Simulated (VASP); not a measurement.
# AlNi3 (Pm-3m) in VASP: notebook

AlNi3 is run at these levels: PBE; tasks: single point.

Everything below comes from runs of VASP 6.6.1. Logs are shortened: lines on timing, memory, paths and dates and some standing lists are left out, and cuts for length are marked.

### Step 1. The cell of the first run

It takes space group Pm-3m (No. 221, cubic). Conventional cell: a = 3.523 Å, b = 3.523 Å, c = 3.523 Å, α = 90.00°, β = 90.00°, γ = 90.00°. Within 3.3 Å of Al (site symmetry m-3m) lie 12 Ni at 2.49 Å. Ni (site symmetry 4/mmm) has 4 Al at 2.49 Å and 8 Ni at 2.49 Å within 3.3 Å.

### Step 2. Single point, PBE, collinear spin, ferromagnetic start

INCAR reads:

```
SYSTEM = AlNi3
PREC     = Accurate       ! precision mode
ENCUT    = 520            ! plane-wave cutoff, eV
EDIFF    = 1E-7           ! SCF threshold, eV
ISMEAR   = -1             ! smearing method
SIGMA    = 0.03           ! smearing width, eV
LREAL    = .False.        ! projectors in reciprocal space
LASPH    = .True.         ! aspherical terms in the spheres
NELM     = 150            ! most SCF steps
ALGO     = Normal         ! electronic algorithm
ISIF     = 2              ! what is computed and relaxed
LWAVE    = .False.        ! write WAVECAR
LCHARG   = .False.        ! write CHGCAR
ISPIN    = 2              ! spin polarisation
MAGMOM   = 0 0.317 0.317 0.316 ! initial moments
LORBIT   = 11             ! projections on sites
NUPDOWN  = 0.95           ! fixed moment
LMAXMIX  = 4              ! l up to which the mixer works
GGA      = PE             ! functional
NBANDS   = 28             ! bands
```

KPOINTS reads:

```
Automatic mesh
0
Gamma
  10 10 10
  0 0 0
```

POSCAR reads:

```
AlNi3
1.0
    3.5230547267      0.0000000000      0.0000000000
    0.0000000000      3.5230547267      0.0000000000
    0.0000000000      0.0000000000      3.5230547267
Al Ni
1 3
Direct
    0.0000000000      0.0000000000      0.0000000000
    0.0000000000      0.5000000000      0.5000000000
    0.5000000000      0.0000000000      0.5000000000
    0.5000000000      0.5000000000      0.0000000000
```

Potentials or basis: VASP PAW PBE potentials, release 64 (Al, Ni).

Run with:

```sh
> cat potpaw_PBE.64/Al/POTCAR potpaw_PBE.64/Ni/POTCAR > POTCAR
> mpirun -np 1 vasp_std > vasp.out
```

OUTCAR:

```text
SYSTEM = AlNi3
   PREC = Accurate
   ENCUT = 520
   EDIFF = 1E-7
   ISMEAR = -1
   LREAL = .False.
   LASPH = .True.
   NELM = 150
   ISIF = 2
   ISPIN = 2
   LORBIT = 11
   NUPDOWN = 0.95
   GGA = PE

 ion  position               nearest neighbor table
   1  0.000  0.000  0.000-   2 2.49   3 2.49   4 2.49   2 2.49   3 2.49   2 2.49   4 2.49   2 2.49
                             3 2.49   4 2.49   3 2.49   4 2.49
   2  0.000  0.500  0.500-   1 2.49   3 2.49   4 2.49   1 2.49   4 2.49   1 2.49   3 2.49   1 2.49
                             3 2.49   4 2.49   4 2.49   3 2.49
   3  0.500  0.000  0.500-   1 2.49   2 2.49   4 2.49   1 2.49   4 2.49   2 2.49   4 2.49   4 2.49
                             1 2.49   2 2.49   1 2.49   2 2.49
   4  0.500  0.500  0.000-   1 2.49   2 2.49   3 2.49   2 2.49   3 2.49   1 2.49   3 2.49   3 2.49
                             1 2.49   2 2.49   2 2.49   1 2.49

  LATTYP: Found a simple cubic cell.
 ALAT       =     3.5230547267

  Lattice vectors:

 A1 = (   3.5230547267,   0.0000000000,   0.0000000000)
 A2 = (   0.0000000000,   3.5230547267,   0.0000000000)
 A3 = (   0.0000000000,   0.0000000000,   3.5230547267)

Analysis of symmetry for initial positions (statically):
=====================================================================
 Subroutine PRICEL returns:
 Original cell was already a primitive cell.

 Routine SETGRP: Setting up the symmetry group for a
 simple cubic supercell.

 Subroutine GETGRP returns: Found 48 space group operations
 (whereof 48 operations were pure point group operations)
 out of a pool of 48 trial point group operations.

The static configuration has the point symmetry O_h .

Analysis of symmetry for dynamics (positions and initial velocities):
=====================================================================
 Subroutine PRICEL returns:
 Original cell was already a primitive cell.

 Routine SETGRP: Setting up the symmetry group for a
 simple cubic supercell.

 Subroutine GETGRP returns: Found 48 space group operations
 (whereof 48 operations were pure point group operations)
 out of a pool of 48 trial point group operations.

The dynamic configuration has the point symmetry O_h .

Analysis of structural, dynamic, and magnetic symmetry:
=====================================================================
 Subroutine PRICEL returns:
 Original cell was already a primitive cell.

 Routine SETGRP: Setting up the symmetry group for a
 simple cubic supercell.

 Subroutine GETGRP returns: Found 16 space group operations
 (whereof 16 operations were pure point group operations)
 out of a pool of 48 trial point group operations.

The overall configuration has the point symmetry D_4h.
[... 132 lines left out ...]
   LEPSILON=     F    determine dielectric tensor
   LRPA    =     F    only Hartree local field effects (RPA)
 spin polarized calculation
  energy-cutoff  :      520.00
  volume of cell :       43.73
 maximum number of plane-waves:      1208
 NGX is ok and might be reduce to    28
   NGX = 13   NGY = 13   NGZ = 13

 number of electron      32.9999980 magnetization       0.9500000

 Free energy of the ion-electron system (eV)
  ---------------------------------------------------
  ext. energy  EPLUGINS =         0.00000000
  ---------------------------------------------------
  free energy    TOTEN  =       -21.85136743 eV

  energy without entropy =      -21.84300781  energy(sigma->0) =      -21.84718762

 E-fermi :   9.9073     XC(G=0): -12.8560

 val. band max:       10.0940923672   @ k =   0.0000   0.2000   0.2000
 cond. band min:       9.9100475752   @ k =   0.1000   0.0000   0.0000
 fundamental gap:     -0.1840447920
 Fermi energy:        10.1141063118

 spin component 1

 k-point     1 :       0.0000    0.0000    0.0000
  band No.  band energies     occupation
      1      -0.2434      1.00000
      2       5.4139      1.00000
      3       6.0982      1.00000
      4       6.0982      1.00000
      5       6.4425      1.00000
      6       6.4425      1.00000
[... 733 lines left out ...]
     27      25.4342      0.00000
     28      26.2053      0.00000

 [... further k-points ...]

 spin component 2

 k-point     1 :       0.0000    0.0000    0.0000
  band No.  band energies     occupation
      1      -0.2529      1.00000
      2       5.5314      1.00000
      3       6.3003      1.00000
      4       6.3003      1.00000
      5       6.7991      1.00000
      6       6.7991      1.00000
[... 733 lines left out ...]
     27      25.4500      0.00000
     28      26.2630      0.00000

 [... further k-points ...]

------------------------ aborting loop because EDIFF is reached ----------------------------------------

  FORCE on cell =-STRESS in cart. coord.  units (eV):
  Direction    XX          YY          ZZ          XY          YZ          ZX
  --------------------------------------------------------------------------------------
  -------------------------------------------------------------------------------------
  Total        2.0340445      2.0340445      2.0340263      0.0000000      0.0000000     -0.0000000
  in kB       74.5268671     74.5268671     74.5261988      0.0000000      0.0000000     -0.0000000
  external PRESSURE =      74.5266443 kB  Pullay stress =       0.0000000 kB

 VOLUME and BASIS-vectors are now :
 -----------------------------------------------------------------------------
  energy-cutoff  :      520.00
  volume of cell :       43.73
      direct lattice vectors                 reciprocal lattice vectors
     3.523054727  0.000000000  0.000000000     0.283844583  0.000000000  0.000000000
     0.000000000  3.523054727  0.000000000     0.000000000  0.283844583  0.000000000
     0.000000000  0.000000000  3.523054727     0.000000000  0.000000000  0.283844583

 POSITION                                       TOTAL-FORCE (eV/Angst)
 -----------------------------------------------------------------------------------
      0.00000      0.00000      0.00000         0.000000      0.000000      0.000000
      0.00000      1.76153      1.76153         0.000000      0.000000      0.000000
      1.76153      0.00000      1.76153         0.000000      0.000000      0.000000
      1.76153      1.76153      0.00000         0.000000      0.000000      0.000000
 -----------------------------------------------------------------------------------
    total drift:                                0.000000      0.000000      0.000000

  FREE ENERGIE OF THE ION-ELECTRON SYSTEM (eV)
  ---------------------------------------------------
  free  energy   TOTEN  =       -21.8513674343 eV

  energy  without entropy=      -21.8430078136  energy(sigma->0) =      -21.84718762

 total charge

# of ion       s       p       d       tot
------------------------------------------
    1        0.413   0.406   0.000   0.819
    2        0.508   0.550   8.388   9.445
    3        0.508   0.550   8.388   9.445
    4        0.508   0.550   8.388   9.445
--------------------------------------------------
tot          1.936   2.055  25.164  29.156

 magnetization (x)

# of ion       s       p       d       tot
------------------------------------------
    1        0.002  -0.006   0.000  -0.004
    2       -0.002  -0.004   0.332   0.326
    3       -0.002  -0.004   0.332   0.326
    4       -0.002  -0.004   0.332   0.326
--------------------------------------------------
tot         -0.004  -0.018   0.996   0.974
```

OSZICAR:

```text
N       E                     dE             d eps       ncg     rms          rms(c)
DAV:   1     0.197350595629E+03    0.19735E+03   -0.13637E+04 14424   0.151E+03
DAV:   2    -0.133747181595E+02   -0.21073E+03   -0.19529E+03 14164   0.296E+02
DAV:   3    -0.258561694135E+02   -0.12481E+02   -0.11719E+02 15656   0.898E+01
DAV:   4    -0.260824623182E+02   -0.22629E+00   -0.22590E+00 16196   0.116E+01
DAV:   5    -0.260907265564E+02   -0.82642E-02   -0.82635E-02 16508   0.197E+00    0.199E+01
DAV:   6    -0.263887166834E+02   -0.29799E+00   -0.31451E+01 16504   0.101E+02    0.198E+01
DAV:   7    -0.219096772534E+02    0.44790E+01   -0.11271E+01 16864   0.541E+01    0.271E+00
DAV:   8    -0.218780125897E+02    0.31665E-01   -0.19890E-01 15964   0.348E+00    0.159E+00
DAV:   9    -0.218551781919E+02    0.22834E-01   -0.14088E-02 20048   0.163E+00    0.648E-01
DAV:  10    -0.218515089135E+02    0.36693E-02   -0.24084E-03 19800   0.633E-01    0.129E-01
DAV:  11    -0.218514387499E+02    0.70164E-04   -0.37390E-04 17996   0.451E-01    0.122E-01
DAV:  12    -0.218513758895E+02    0.62860E-04   -0.17706E-04 16380   0.472E-01    0.726E-02
DAV:  13    -0.218513671243E+02    0.87652E-05   -0.25906E-05 21700   0.130E-01    0.376E-02
DAV:  14    -0.218513696087E+02   -0.24844E-05   -0.54964E-06 17304   0.240E-02    0.145E-02
DAV:  15    -0.218513680458E+02    0.15629E-05   -0.77048E-07 17948   0.141E-02    0.468E-03
DAV:  16    -0.218513674713E+02    0.57446E-06   -0.20777E-07 14336   0.611E-03    0.156E-03
DAV:  17    -0.218513674343E+02    0.37019E-07   -0.38527E-08  7716   0.251E-03
   1 F= -.21851367E+02 E0= -.21847188E+02  d E =-.835962E-02  mag=     0.9500
```

stdout:

```text
POSCAR found type information on POSCAR AlNi
 POSCAR found :  2 types and       4 ions
 scaLAPACK will be used
 LDA part: xc-table for (Slater+PW92), standard interpolation
 POSCAR, INCAR and KPOINTS ok, starting setup
 FFT: planning ... GRIDC
 FFT: planning ... GRID_SOFT
 FFT: planning ... GRID
 WAVECAR not read
 entering main loop
```

Run time: 2.2 min. Hardware: 1 thread of Intel Xeon 6975P-C (Granite Rapids), shared host; peak memory 0.32 GiB.

What came out:

```
Free energy                                           : -21.8514 eV
Pressure                                              : 7.5 GPa
Net moment                                            : 0.95 μB per cell
Site moments                                          : Al -0.00; Ni +0.33 μB
Valence electrons inside the program's atomic spheres : Al 0.82; Ni 9.45
```

Caveat: the cell stands under pressure; the total moment is fixed, so each spin has its own Fermi level.

### Step 3. Single point, PBE, collinear spin, ferromagnetic start

INCAR reads:

```
PREC = Accurate
ENCUT = 520
EDIFF = 1E-7
ISMEAR = -1
SIGMA = 0.03
LREAL = False
LASPH = True
NELM = 150
ALGO = Normal
ISIF = 2
LWAVE = False
LCHARG = True
ISPIN = 2
MAGMOM = 0 0.317 0.317 0.316
LORBIT = 11
NUPDOWN = 0.95
LMAXMIX = 4
GGA = PE
LELF = True
LVHAR = True
NBANDS = 28
```

KPOINTS reads:

```
regular mesh
0
Gamma
  10 10 10
```

POSCAR is that of step 2.

Potentials or basis: VASP PAW PBE potentials, release 64 (Al, Ni).

Run with:

```sh
> cat potpaw_PBE.64/Al/POTCAR potpaw_PBE.64/Ni/POTCAR > POTCAR
> mpirun -np 1 vasp_std > vasp.out
```

Wall time 2.3 min (1 thread of Intel Xeon 6975P-C (Granite Rapids), shared host); peak memory 0.33 GiB.

It converged, with:

| Item | Value |
| --- | --- |
| Free energy | -21.8514 eV |
| Pressure | 7.5 GPa |
| Net moment | 0.95 μB per cell |
| Site moments | Al -0.00; Ni +0.33 μB |
| Valence electrons inside the program's atomic spheres | Al 0.82; Ni 9.45 |

Caveat: the cell stands under pressure; the total moment is fixed, so each spin has its own Fermi level.

### Step 4. Single point, PBE, collinear spin

INCAR reads:

```
SYSTEM = AlNi3
PREC = Accurate
ENCUT = 520
EDIFF = 1E-7
ISMEAR = -1
SIGMA = 0.03
LREAL = .False.
LASPH = .True.
NELM = 150
ALGO = Normal
ISIF = 2
LWAVE = .False.
LCHARG = .False.
ISPIN = 2
MAGMOM = 0 0.097 0.097 0.096
LORBIT = 11
NUPDOWN = 0.29
LMAXMIX = 4
GGA = PE
NBANDS = 28
```

KPOINTS reads:

```
regular mesh
0
Gamma
  10 10 10
  0 0 0
```

POSCAR is that of step 3.

Run with:

```sh
> cat potpaw_PBE.64/Al/POTCAR potpaw_PBE.64/Ni/POTCAR > POTCAR
> mpirun -np 1 vasp_std > vasp.out
```

Wall time 2.5 min (1 thread of Intel Xeon 6975P-C (Granite Rapids), shared host); peak memory 0.33 GiB.

Results (log left out):

```yaml
Free_energy: -21.8537 eV
Pressure: 7.0 GPa
Net_moment: 0.29 μB per cell
Site_moments: Al -0.00; Ni +0.10 μB
Valence_electrons_inside_the_program's_atomic_spheres: Al 0.82; Ni 9.45
```

Caveat: the cell stands under pressure; the total moment is fixed, so each spin has its own Fermi level.

### Step 5. Single point, PBE, collinear spin, ferromagnetic start

INCAR reads:

```
ALGO     = Normal         # electronic algorithm
EDIFF    = 1E-6           # SCF threshold, eV
ENCUT    = 520            # plane-wave cutoff, eV
GGA      = PE             # functional
ISIF     = 2              # what is computed and relaxed
ISMEAR   = -1             # smearing method
ISPIN    = 2              # spin polarisation
LASPH    = True           # aspherical terms in the spheres
LCHARG   = True           # write CHGCAR
LELF     = True           # ELF
LMAXMIX  = 4              # l up to which the mixer works
LORBIT   = 11             # projections on sites
LREAL    = False          # projectors in reciprocal space
LVHAR    = True         
LWAVE    = False          # write WAVECAR
MAGMOM   = 0 0.193 0.193 0.194 # initial moments
NBANDS   = 28             # bands
NELM     = 150            # most SCF steps
NUPDOWN  = 0.58           # fixed moment
PREC     = Accurate       # precision mode
SIGMA    = 0.03           # smearing width, eV
```

KPOINTS reads:

```
k-points
0
Gamma
  10 10 10
```

POSCAR is that of step 4.

Run with:

```sh
> cat potpaw_PBE.64/Al/POTCAR potpaw_PBE.64/Ni/POTCAR > POTCAR
> mpirun -np 1 vasp_std > vasp.out
```

It took 3.5 min on 1 thread of AMD EPYC 7R13 (Zen 3), shared host; peak memory 0.3 GiB.

The run converged. Its results:

```yaml
Free_energy: -21.8616 eV
Pressure: 7.2 GPa
Net_moment: 0.58 μB per cell
Site_moments: Al -0.01; Ni +0.21 μB
Valence_electrons_inside_the_program's_atomic_spheres: Al 0.82; Ni 9.45
```

Caveat: the cell stands under pressure; the total moment is fixed, so each spin has its own Fermi level.

### Step 6. Overview

```csv
spin,fixed moment (μB),pressure (GPa),moment (μB)
"collinear, ferromagnetic start",0.95,7.5,0.95
collinear,0.29,7.0,0.29
"collinear, ferromagnetic start",0.58,7.2,0.58
```

Alike in all rows: task single point; level PBE; potentials or basis VASP PAW PBE potentials, release 64 (Al, Ni); cell as given; k mesh 10 × 10 × 10; cutoff (eV) 520; smearing fermi-dirac 0.03 eV.

Caveats: the cell stands under pressure; the total moment is fixed, so each spin has its own Fermi level.

Total energies depend on the potentials used, so only differences within one code and one set of settings carry meaning.
